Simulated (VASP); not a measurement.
# BiSe2 (P4_2/mnm) in VASP: further runs

The runs below take BiSe2 through single point, with r2SCAN.

Everything below comes from runs of VASP 6.6.1. Logs are shortened: lines on timing, memory, paths and dates and some standing lists are left out, and cuts for length are marked.

**1. The cell of the first run**

The structure is tetragonal, space group P4_2/mnm (No. 136). Conventional cell: a = 6.535 Å, b = 6.535 Å, c = 4.471 Å, α = 90.00°, β = 90.00°, γ = 90.00°. Bi (site symmetry mmm) has 6 Se at 2.84 to 2.86 Å within 3.7 Å. Se (site symmetry m2m) has 3 Bi at 2.84 to 2.86 Å and 1 Se at 3.56 Å within 3.7 Å.

**2. Single point, r2SCAN**

Input file POSCAR:

```
BiSe2
1.0
    6.5352863945      0.0000000000      0.0000000000
    0.0000000000      6.5352863945      0.0000000000
    0.0000000000      0.0000000000      4.4709366736
Bi Se
2 4
Direct
    0.0000000000      0.0000000000      0.0000000000
    0.5000000000      0.5000000000      0.5000000000
    0.3075545009      0.3075545009      0.0000000000
    0.1924454991      0.8075545009      0.5000000000
    0.6924454991      0.6924454991      0.0000000000
    0.8075545009      0.1924454991      0.5000000000
```

Input file INCAR.step1:

```
PREC     = Accurate       # precision mode
ENCUT    = 520            # plane-wave cutoff, eV
ISMEAR   = 0              # smearing method
SIGMA    = 0.1            # smearing width, eV
LREAL    = False          # projectors in reciprocal space
LASPH    = True           # aspherical terms in the spheres
NELM     = 80             # most SCF steps
NBANDS   = 36             # bands
GGA      = PE             # functional
ALGO     = Normal         # electronic algorithm
EDIFF    = 1E-4           # SCF threshold, eV
LWAVE    = True           # write WAVECAR
LCHARG   = False          # write CHGCAR
```

Input file INCAR.step2:

```
PREC     = Accurate       # precision mode
ENCUT    = 520            # plane-wave cutoff, eV
EDIFF    = 1E-6           # SCF threshold, eV
ISMEAR   = 0              # smearing method
SIGMA    = 0.1            # smearing width, eV
LREAL    = False          # projectors in reciprocal space
LASPH    = True           # aspherical terms in the spheres
NELM     = 80             # most SCF steps
ALGO     = Normal         # electronic algorithm
ISIF     = 2              # what is computed and relaxed
LWAVE    = False          # write WAVECAR
LCHARG   = False          # write CHGCAR
METAGGA  = R2SCAN         # meta-GGA
LMIXTAU  = True         
NBANDS   = 36             # bands
ISTART   = 1
```

Input file KPOINTS:

```
Automatic mesh
0
Gamma
  6 6 8
```

Potentials or basis: VASP PAW PBE potentials, release 64 (Bi_d, Se).

The run is started by

```
cat potpaw_PBE.64/Bi_d/POTCAR potpaw_PBE.64/Se/POTCAR > POTCAR
cp INCAR.step1 INCAR
mpirun -np 1 vasp_std > vasp.out
cp INCAR.step2 INCAR
mpirun -np 1 vasp_std > vasp.out
```

OUTCAR:

```text
PREC = Accurate
   ENCUT = 520
   EDIFF = 1E-6
   ISMEAR = 0
   LREAL = False
   LASPH = True
   NELM = 80
   ISIF = 2
   METAGGA = R2SCAN
   ISTART = 1

 ion  position               nearest neighbor table
   1  0.000  0.000  0.000-   3 2.84   5 2.84   4 2.86   6 2.86   4 2.86   6 2.86
   2  0.500  0.500  0.500-   4 2.84   6 2.84   5 2.86   3 2.86   3 2.86   5 2.86
   3  0.308  0.308  0.000-   1 2.84   2 2.86   2 2.86
   4  0.192  0.808  0.500-   2 2.84   1 2.86   1 2.86
   5  0.692  0.692  0.000-   1 2.84   2 2.86   2 2.86
   6  0.808  0.192  0.500-   2 2.84   1 2.86   1 2.86

  LATTYP: Found a simple tetragonal cell.
 ALAT       =     6.5352863945
 C/A-ratio  =     0.6841225317

  Lattice vectors:

 A1 = (   6.5352863945,   0.0000000000,   0.0000000000)
 A2 = (   0.0000000000,   6.5352863945,   0.0000000000)
 A3 = (   0.0000000000,   0.0000000000,   4.4709366736)

Analysis of symmetry for initial positions (statically):
=====================================================================
 Subroutine PRICEL returns:
 Original cell was already a primitive cell.

 Routine SETGRP: Setting up the symmetry group for a
 simple tetragonal supercell.

 Subroutine GETGRP returns: Found 16 space group operations
 (whereof  8 operations were pure point group operations)
 out of a pool of 16 trial point group operations.

The static configuration has the point symmetry D_2h.
 The point group associated with its full space group is D_4h.

Analysis of symmetry for dynamics (positions and initial velocities):
=====================================================================
 Subroutine PRICEL returns:
 Original cell was already a primitive cell.

 Routine SETGRP: Setting up the symmetry group for a
 simple tetragonal supercell.

 Subroutine GETGRP returns: Found 16 space group operations
 (whereof  8 operations were pure point group operations)
 out of a pool of 16 trial point group operations.

The dynamic configuration has the point symmetry D_2h.
 The point group associated with its full space group is D_4h.

 Subroutine INISYM returns: Found 16 space group operations
 (whereof  8 operations are pure point group operations),
 and found     1 'primitive' translations

----------------------------------------------------------------------------------------

                                     Primitive cell

  volume of cell :     190.9536

  direct lattice vectors                    reciprocal lattice vectors
     6.535286394  0.000000000  0.000000000     0.153015482  0.000000000  0.000000000
     0.000000000  6.535286394  0.000000000     0.000000000  0.153015482  0.000000000
     0.000000000  0.000000000  4.470936674     0.000000000  0.000000000  0.223666778

  length of vectors
     6.535286394  6.535286394  4.470936674     0.153015482  0.153015482  0.223666778

  position of ions in fractional coordinates (direct lattice)
     0.000000000  0.000000000  0.000000000
     0.500000000  0.500000000  0.500000000
     0.307554501  0.307554501  0.000000000
     0.192445499  0.807554501  0.500000000
     0.692445499  0.692445499  0.000000000
     0.807554501  0.192445499  0.500000000

  ion indices of the primitive-cell ions
   primitive index   ion index
                 1           1
                 2           2
                 3           3
                 4           4
                 5           5
                 6           6

----------------------------------------------------------------------------------------

 KPOINTS: Automatic mesh

Automatic generation of k-mesh.
 Grid dimensions read from file:
 generate k-points for:    6    6    8

 Generating k-lattice:

  Cartesian coordinates                     Fractional coordinates (reciprocal lattice)
     0.025502580  0.000000000  0.000000000     0.166666667  0.000000000  0.000000000
     0.000000000  0.025502580  0.000000000     0.000000000  0.166666667  0.000000000
     0.000000000  0.000000000  0.027958347     0.000000000  0.000000000  0.125000000

  Length of vectors
     0.025502580  0.025502580  0.027958347

  Shift w.r.t. Gamma in fractional coordinates (k-lattice)
     0.000000000  0.000000000  0.000000000

 Subroutine IBZKPT returns following result:
 ===========================================

 Found     50 irreducible k-points:

 Following reciprocal coordinates:
            Coordinates               Weight
  0.000000  0.000000  0.000000      1.000000
  0.166667  0.000000  0.000000      4.000000
  0.333333  0.000000  0.000000      4.000000
  0.500000  0.000000  0.000000      2.000000
  0.166667  0.166667  0.000000      4.000000
  0.333333  0.166667  0.000000      8.000000
[... 16 lines left out ...]
  0.333333  0.000000  0.250000      8.000000
  0.500000  0.000000  0.250000      4.000000
 [... further k-points ...]
   k-points           NKPTS =     50   k-points in BZ     NKDIM =     50   number of bands    NBANDS=     36
   number of dos      NEDOS =    301   number of ions     NIONS =      6
   total plane-waves  NPLWV =  90000
   dimension x,y,z NGX =    50 NGY =   50 NGZ =   36
   dimension x,y,z NGXF=   100 NGYF=  100 NGZF=   72
   ions per type =               2   4
   NGX,Y,Z   is equivalent  to a cutoff of  12.72, 12.72, 13.39 a.u.
   NGXF,Y,Z  is equivalent  to a cutoff of  25.44, 25.44, 26.77 a.u.
 SYSTEM =  unknown system
   PREC   = accura    normal or accurate (medium, high low for compatibility)
   ISTART =      1    job   : 0-new  1-cont  2-samecut
   ICHARG =      0    charge: 1-file 2-atom 10-const
   ISPIN  =      1    spin polarized calculation?
   LNONCOLLINEAR =      F non collinear calculations
   LSORBIT =      F    spin-orbit coupling
   LASPH  =      T    aspherical Exc in radial PAW
   ENCUT  =  520.0 eV  38.22 Ry    6.18 a.u.  12.15 12.15  8.31*2*pi/ulx,y,z
   NELM   =     80;   NELMIN=  2; NELMDL=  0     # of ELM steps
   EDIFF  = 0.1E-05   stopping-criterion for ELM
   LREAL  =      F    real-space projection
   EDIFFG = 0.1E-04   stopping-criterion for IOM
   NSW    =      0    number of steps for IOM
   IBRION =     -1    ionic relax: 0-MD 1-quasi-New 2-CG
   NFREE  =      0    steps in history (QN), initial steepest desc. (CG)
   ISIF   =      2    stress and relaxation
   ISYM   =      2    0-nonsym 1-usesym 2-fastsym
   POTIM  = 0.5000    time-step for ionic-motion
   TEBEG  =    0.0;   TEEND  =   0.0 temperature during run
   PSTRESS=    0.0 pullay stress
   NELECT =      54.0000    total number of electrons
   NUPDOWN=      -1.0000    fix difference up-down
   EMIN   =  10.00;   EMAX   =-10.00  energy-range for DOS
   EFERMI =   0.00;   METHOD = LEGACY
   ISMEAR =     0;   SIGMA  =   0.10  broadening in eV -4-tet -1-fermi 0-gaus
   EFERMI_NEDOS =   21; number of points for ismear=-14 and -15
   IALGO  =     38    algorithm
   IMIX   =      4    mixing-type and parameters
     AMIX     =   0.40;   BMIX     =  1.00
     AMIX_MAG =   1.60;   BMIX_MAG =  1.00
  volume/ion in A,a.u.               =      31.83       214.77
  Fermi-wavevector in a.u.,A,eV,Ry     =   1.074559  2.030622 15.710327  1.154676
  Thomas-Fermi vector in A             =   2.210390
   LORBIT       =      0    0 simple, 1 ext, 2 COOP (PROOUT), +10 PAW based schemes
   METAGGA = R2SCAN    functional components
   LHFCALC =     F    Hartree Fock is set to
   AEXX    =    0.0000 exact exchange contribution
   IVDW    =     0    specifies the selected vdW correction
   LEPSILON=     F    determine dielectric tensor
   LRPA    =     F    only Hartree local field effects (RPA)
 non-spin polarized calculation
 Gauss-broadening in eV      SIGMA  =   0.10
  energy-cutoff  :      520.00
  volume of cell :      190.95
 maximum number of plane-waves:      5162
 NGX is ok and might be reduce to    50
   NGX = 25   NGY = 25   NGZ = 17

 number of electron      53.9999997 magnetization

 Free energy of the ion-electron system (eV)
  ---------------------------------------------------
  ext. energy  EPLUGINS =         0.00000000
  ---------------------------------------------------
  free energy    TOTEN  =      -174.24851831 eV

  energy without entropy =     -174.21206095  energy(sigma->0) =     -174.23028963

 E-fermi :   2.4534     XC(G=0):  -9.2292

 val. band max:        2.4502448746   @ k =   0.1667   0.1667   0.1250
 cond. band min:       2.4610910312   @ k =   0.3333   0.0000   0.1250
 fundamental gap:      0.0108461566
 Fermi energy:         2.4534098236

 k-point     1 :       0.0000    0.0000    0.0000
  band No.  band energies     occupation
      1     -21.0268      2.00000
      2     -21.0085      2.00000
      3     -21.0054      2.00000
      4     -21.0054      2.00000
      5     -20.9872      2.00000
      6     -20.9860      2.00000
[... 28 lines left out ...]
     35       8.2088      0.00000
     36       9.8672      0.00000

 k-point     2 :       0.1667    0.0000    0.0000
  band No.  band energies     occupation
      1     -21.0256      2.00000
      2     -21.0097      2.00000
      3     -21.0054      2.00000
      4     -21.0054      2.00000
      5     -20.9871      2.00000
      6     -20.9861      2.00000
[... 28 lines left out ...]
     35       8.5186      0.00000
     36       9.9431      0.00000

 k-point     3 :       0.3333    0.0000    0.0000
  band No.  band energies     occupation
      1     -21.0223      2.00000
      2     -21.0131      2.00000
      3     -21.0053      2.00000
      4     -21.0053      2.00000
      5     -20.9869      2.00000
      6     -20.9863      2.00000
[... 28 lines left out ...]
     35       9.2839      0.00000
     36       9.9383      0.00000
[... 742 lines left out ...]
 k-point    23 :       0.3333    0.0000    0.2500
  band No.  band energies     occupation
      1     -21.0203      2.00000
      2     -21.0171      2.00000
      3     -21.0101      2.00000
      4     -21.0068      2.00000
      5     -20.9806      2.00000
      6     -20.9802      2.00000
[... 28 lines left out ...]
     35       9.2569      0.00000
     36      10.1486      0.00000

 k-point    24 :       0.5000    0.0000    0.2500
  band No.  band energies     occupation
      1     -21.0192      2.00000
      2     -21.0192      2.00000
      3     -21.0080      2.00000
      4     -21.0080      2.00000
      5     -20.9804      2.00000
      6     -20.9804      2.00000
[... 28 lines left out ...]
     35       9.7306      0.00000
     36       9.7306      0.00000

 [... further k-points ...]

------------------------ aborting loop because EDIFF is reached ----------------------------------------

  FORCE on cell =-STRESS in cart. coord.  units (eV):
  Direction    XX          YY          ZZ          XY          YZ          ZX
  --------------------------------------------------------------------------------------
  -------------------------------------------------------------------------------------
  Total        0.0246803      0.0246803      0.0114424      0.0000000      0.0000000      0.0000000
  in kB        0.2070777      0.2070777      0.0960064      0.0000000      0.0000000      0.0000000
  external PRESSURE =       0.1700539 kB  Pullay stress =       0.0000000 kB

 VOLUME and BASIS-vectors are now :
 -----------------------------------------------------------------------------
  energy-cutoff  :      520.00
  volume of cell :      190.95
      direct lattice vectors                 reciprocal lattice vectors
     6.535286394  0.000000000  0.000000000     0.153015482  0.000000000  0.000000000
     0.000000000  6.535286394  0.000000000     0.000000000  0.153015482  0.000000000
     0.000000000  0.000000000  4.470936674     0.000000000  0.000000000  0.223666778

 POSITION                                       TOTAL-FORCE (eV/Angst)
 -----------------------------------------------------------------------------------
      0.00000      0.00000      0.00000         0.000000      0.000000     -0.000000
      3.26764      3.26764      2.23547         0.000000      0.000000     -0.000000
      2.00996      2.00996      0.00000         0.001480      0.001480      0.000000
      1.25769      5.27760      2.23547        -0.001480      0.001480      0.000000
      4.52533      4.52533      0.00000        -0.001480     -0.001480     -0.000000
      5.27760      1.25769      2.23547         0.001480     -0.001480     -0.000000
 -----------------------------------------------------------------------------------
    total drift:                                0.000000      0.000000      0.000000

  FREE ENERGIE OF THE ION-ELECTRON SYSTEM (eV)
  ---------------------------------------------------
  free  energy   TOTEN  =      -174.2485183108 eV

  energy  without entropy=     -174.2120609523  energy(sigma->0) =     -174.23028963
```

Run time: 9.1 min. Hardware: 1 thread of Intel Xeon 6975P-C (Granite Rapids), shared host; peak memory 0.5 GiB.

Results:

```yaml
Free_energy: -174.2485 eV
Pressure: 0.0 GPa
Band_gap_on_the_k_mesh: zero (bands 27 and 28 overlap by 1.16 eV)
```

Forces on the atoms (eV/Å):
```
Bi   0.000  0.000  0.000
Bi   0.000  0.000  0.000
Se   0.001  0.001  0.000
Se  -0.001  0.001  0.000
Se  -0.001 -0.001  0.000
Se   0.001 -0.001  0.000
```

Levels at points of the mesh, in eV from the Fermi level:
| k point | band 25 | band 26 | band 27 | band 28 | band 29 | band 30 |
| --- | --- | --- | --- | --- | --- | --- |
| (0.00, 0.00, 0.00) | -0.36 | -0.16 | -0.16 | 0.43 | 1.39 | 1.39 |
| (0.50, 0.00, 0.00) | -0.61 | -0.61 | -0.09 | -0.09 | 2.22 | 2.22 |
| (0.50, 0.50, 0.00) | -0.84 | -0.84 | -0.50 | -0.50 | 2.51 | 2.51 |
| (0.00, 0.00, 0.50) | -0.91 | -0.91 | 0.01 | 0.01 | 4.69 | 4.69 |
| (0.50, 0.00, 0.50) | -0.38 | -0.38 | 0.66 | 0.66 | 1.80 | 1.80 |
| (0.50, 0.50, 0.50) | -0.35 | -0.35 | -0.27 | -0.27 | 4.35 | 4.35 |

Caveat: the PAW data sets were made with another functional, which shifts forces and pressure a little; spin-orbit coupling is left out, which moves the levels of the heavy elements.

**3. Single point, r2SCAN**

This run uses another cell than the first one, of 29.94 Å³/atom.

Input file POSCAR:

```
BiSe2
1.0
    6.5332064082      0.0000000000      0.0000000000
    0.0000000000      6.5332064082      0.0000000000
    0.0000000000      0.0000000000      4.2080447892
Bi Se
2 4
Direct
    0.0000000000      0.0000000000      0.0000000000
    0.5000000000      0.5000000000      0.5000000000
    0.3060000000      0.3060000000      0.0000000000
    0.1940000000      0.8060000000      0.5000000000
    0.6940000000      0.6940000000      0.0000000000
    0.8060000000      0.1940000000      0.5000000000
```

Input file INCAR.step1:

```
PREC = Accurate
ENCUT = 520
ISMEAR = 0
SIGMA = 0.1
LREAL = F
LASPH = T
NELM = 100
NBANDS = 36
GGA = PE
ALGO = Normal
EDIFF = 1E-4
LWAVE = T
LCHARG = F
```

Input file INCAR.step2:

```
PREC = Accurate
ENCUT = 520
EDIFF = 1E-6
ISMEAR = 0
SIGMA = 0.1
LREAL = F
LASPH = T
NELM = 100
ALGO = Normal
ISIF = 2
LWAVE = F
LCHARG = F
METAGGA = R2SCAN
LMIXTAU = T
NBANDS = 36
ISTART = 1
```

Input file KPOINTS:

```
Automatic mesh
0
Gamma
  4 4 4
```

Potentials or basis: VASP PAW PBE potentials, release 64 (Bi_d, Se).

The run is started by

```
cat potpaw_PBE.64/Bi_d/POTCAR potpaw_PBE.64/Se/POTCAR > POTCAR
cp INCAR.step1 INCAR
mpirun -np 1 vasp_std > vasp.out
cp INCAR.step2 INCAR
mpirun -np 1 vasp_std > vasp.out
```

OUTCAR:

```text
PREC = Accurate
   ENCUT = 520
   EDIFF = 1E-6
   ISMEAR = 0
   LREAL = F
   LASPH = T
   NELM = 100
   ISIF = 2
   METAGGA = R2SCAN
   ISTART = 1

 ion  position               nearest neighbor table
   1  0.000  0.000  0.000-   4 2.76   6 2.76   4 2.76   6 2.76   5 2.83   3 2.83
   2  0.500  0.500  0.500-   3 2.76   5 2.76   3 2.76   5 2.76   4 2.83   6 2.83
   3  0.306  0.306  0.000-   2 2.76   2 2.76   1 2.83
   4  0.194  0.806  0.500-   1 2.76   1 2.76   2 2.83
   5  0.694  0.694  0.000-   2 2.76   2 2.76   1 2.83
   6  0.806  0.194  0.500-   1 2.76   1 2.76   2 2.83

  LATTYP: Found a simple tetragonal cell.
[... 901 lines left out ...]
  -------------------------------------------------------------------------------------
  Total        3.2565573      3.2565573      6.8418669     -0.0000000      0.0000000      0.0000000
  in kB       29.0493350     29.0493350     61.0312258     -0.0000000      0.0000000      0.0000000
  external PRESSURE =      39.7099653 kB  Pullay stress =       0.0000000 kB

 VOLUME and BASIS-vectors are now :
 -----------------------------------------------------------------------------
  energy-cutoff  :      520.00
  volume of cell :      179.61
      direct lattice vectors                 reciprocal lattice vectors
     6.533206408  0.000000000  0.000000000     0.153064198  0.000000000  0.000000000
     0.000000000  6.533206408  0.000000000     0.000000000  0.153064198  0.000000000
     0.000000000  0.000000000  4.208044789     0.000000000  0.000000000  0.237640056

 POSITION                                       TOTAL-FORCE (eV/Angst)
 -----------------------------------------------------------------------------------
      0.00000      0.00000      0.00000         0.000000      0.000000      0.000000
      3.26660      3.26660      2.10402         0.000000      0.000000      0.000000
      1.99916      1.99916      0.00000        -0.239876     -0.239876      0.000000
      1.26744      5.26576      2.10402         0.239876     -0.239876      0.000000
      4.53405      4.53405      0.00000         0.239876      0.239876      0.000000
      5.26576      1.26744      2.10402        -0.239876      0.239876      0.000000
 -----------------------------------------------------------------------------------
    total drift:                                0.000000     -0.000000      0.000000

  FREE ENERGIE OF THE ION-ELECTRON SYSTEM (eV)
  ---------------------------------------------------
  free  energy   TOTEN  =      -174.0450536319 eV

  energy  without entropy=     -174.0138902741  energy(sigma->0) =     -174.02947195
```

Run time: 3.7 min. Hardware: 1 thread of Intel Xeon Platinum 8488C (Sapphire Rapids), shared host; peak memory 0.35 GiB.

What came out:

```yaml
Free_energy: -174.0451 eV
Pressure: 4.0 GPa
Largest_force: 0.339 eV/Å
Band_gap_on_the_k_mesh: zero (bands 27 and 28 overlap by 1.29 eV)
```

Forces on the atoms (eV/Å):
```
Bi   0.000  0.000  0.000
Bi   0.000  0.000  0.000
Se  -0.240 -0.240  0.000
Se   0.240 -0.240  0.000
Se   0.240  0.240  0.000
Se  -0.240  0.240  0.000
```

Levels at points of the mesh, in eV from the Fermi level:
| k point | band 24 | band 25 | band 26 | band 27 | band 28 | band 29 | band 30 | band 31 |
| --- | --- | --- | --- | --- | --- | --- | --- | --- |
| (0.00, 0.00, 0.00) | -1.01 | -0.31 | -0.31 | -0.09 | 0.42 | 1.71 | 1.71 | 2.95 |
| (0.50, 0.00, 0.00) | -0.90 | -0.85 | -0.85 | -0.13 | -0.13 | 2.54 | 2.54 | 3.65 |
| (0.50, 0.50, 0.00) | -1.08 | -0.75 | -0.75 | -0.67 | -0.67 | 2.83 | 2.83 | 4.33 |
| (0.00, 0.00, 0.50) | -1.18 | -1.08 | -1.08 | -0.08 | -0.08 | 4.54 | 4.54 | 5.65 |
| (0.50, 0.00, 0.50) | -0.67 | -0.60 | -0.60 | 0.61 | 0.61 | 1.66 | 1.66 | 5.09 |
| (0.50, 0.50, 0.50) | -0.81 | -0.52 | -0.52 | -0.36 | -0.36 | 4.33 | 4.33 | 4.48 |

Caveat: the k points lie up to 0.37 Å⁻¹ apart, too coarse for converged energies and pressures of a metal; the PAW data sets were made with another functional, which shifts forces and pressure a little; spin-orbit coupling is left out, which moves the levels of the heavy elements.
